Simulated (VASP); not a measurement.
# Cu: single point with PBEsol

Cu:

```
CELL_PARAMETERS angstrom
0.00000 1.89176 1.70674
1.89176 0.00000 1.70674
1.89176 1.89176 0.00000
ATOMIC_POSITIONS crystal
Cu 0.00000 0.00000 0.00000
```

```json
{
 "Program": "VASP 6.6.1",
 "Task": "single point",
 "Functional": "PBEsol",
 "Potentials or basis": "VASP PAW PBE potentials, release 64 (Cu)",
 "Cutoff": "520 eV",
 "k mesh": "24 × 24 × 24",
 "Occupations": "gaussian, width 0.15 eV",
 "Spin": "no spin polarisation"
}
```

The pressure is -9.5 GPa and the band gap on the k mesh is zero (an odd number of electrons rules out a gap without spin polarisation).

Stress tensor (GPa, compression positive):
```
-10.54   0.00   0.00
  0.00 -10.54   0.00
  0.00   0.00  -7.37
```

Levels at points of the mesh, in eV from the Fermi level:
| k point | band 2 | band 3 | band 4 | band 5 | band 6 | band 7 | band 8 | band 9 | band 10 | band 11 |
| --- | --- | --- | --- | --- | --- | --- | --- | --- | --- | --- |
| (0.00, 0.00, 0.00) | -3.04 | -3.04 | -2.60 | -2.37 | -1.94 | 22.53 | 24.67 | 24.67 | 25.05 | 27.12 |
| (0.50, 0.00, 0.00) | -3.18 | -2.69 | -1.69 | -1.49 | -0.89 | 3.63 | 19.71 | 19.95 | 23.29 | 24.60 |
| (0.50, 0.50, 0.00) | -4.28 | -1.60 | -1.44 | -1.44 | 3.06 | 8.74 | 11.25 | 11.25 | 15.95 | 18.19 |
| (0.50, 0.00, 0.50) | -4.18 | -1.63 | -1.61 | -1.34 | 0.82 | 6.01 | 13.63 | 13.81 | 18.00 | 20.60 |

It took 97 s on 1 thread of AMD EPYC 9R45 96-Core Processor (Zen 5), on a shared host, peak memory 0.22 GiB.

Caveat: the cell stands under tension; the PAW data sets were made with another functional, which shifts forces and pressure a little.
